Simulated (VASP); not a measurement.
Set up this calculation in VASP 6.6.1, as the native input.

| Property | Result |
| --- | --- |
| Task | single point |
| Functional | LDA |
| Potentials or basis | VASP PAW LDA potentials, release 64 (Sn_d, O) |
| Cutoff | 520 eV |
| k mesh | 6 × 6 × 10 |
| Occupations | gaussian, width 0.05 eV |
| Spin | no spin polarisation |
| Dipole correction | no |
| Further INCAR settings | ALGO = Normal; EDIFF = 1e-06; NBANDS = 35 |

The structure of SnO2 lies in POSCAR:

```
SnO2
1.0
    5.3748257914      0.0000000000      0.0000000000
    0.0000000000      4.7645772401      0.0000000000
    0.0000000000      0.0000000000      3.2185064538
Sn O
2 4
Direct
    0.5000000000      0.5000000000      0.5000000000
    0.0000000000      0.0000000000      0.0000000000
    0.3190802253      0.3051692140      0.0000000000
    0.8190802253      0.1948307860      0.5000000000
    0.1809197747      0.8051692140      0.5000000000
    0.6809197747      0.6948307860      0.0000000000
```

One way to write it, as run:

INCAR

```
SYSTEM = SnO2
PREC     = Accurate       ! precision mode
ENCUT    = 520            ! plane-wave cutoff, eV
EDIFF    = 1E-6           ! SCF threshold, eV
ISMEAR   = 0              ! smearing method
SIGMA    = 0.05           ! smearing width, eV
LREAL    = .FALSE.        ! projectors in reciprocal space
LASPH    = .TRUE.         ! aspherical terms in the spheres
NELM     = 100            ! most SCF steps
ALGO     = Normal         ! electronic algorithm
ISIF     = 2              ! what is computed and relaxed
LWAVE    = .FALSE.        ! write WAVECAR
LCHARG   = .FALSE.        ! write CHGCAR
NBANDS   = 35             ! bands
```

KPOINTS

```
regular mesh
0
G
  6 6 10
  0 0 0
```

Potentials or basis: VASP PAW LDA potentials, release 64 (Sn_d, O).

Launch:

```bash
$ cat potpaw_LDA.64/Sn_d/POTCAR potpaw_LDA.64/O/POTCAR > POTCAR
$ mpirun -np 1 vasp_std > vasp.out
```

Results of the run:

* Pressure: -18.0 GPa
* Largest force: 0.060 eV/Å
* Band gap on the k mesh: 0.30 eV (least direct gap 0.34 eV)

Caveat: the stress differs along the axes, from -24 to -14 GPa; semilocal functionals underestimate gaps, and a narrow one can read as zero; spin-orbit coupling is left out, which moves the levels of the heavy elements.

It took 4.8 min on 1 thread of Intel(R) Xeon(R) Platinum 8488C (Sapphire Rapids), on a shared host, peak memory 0.3 GiB.
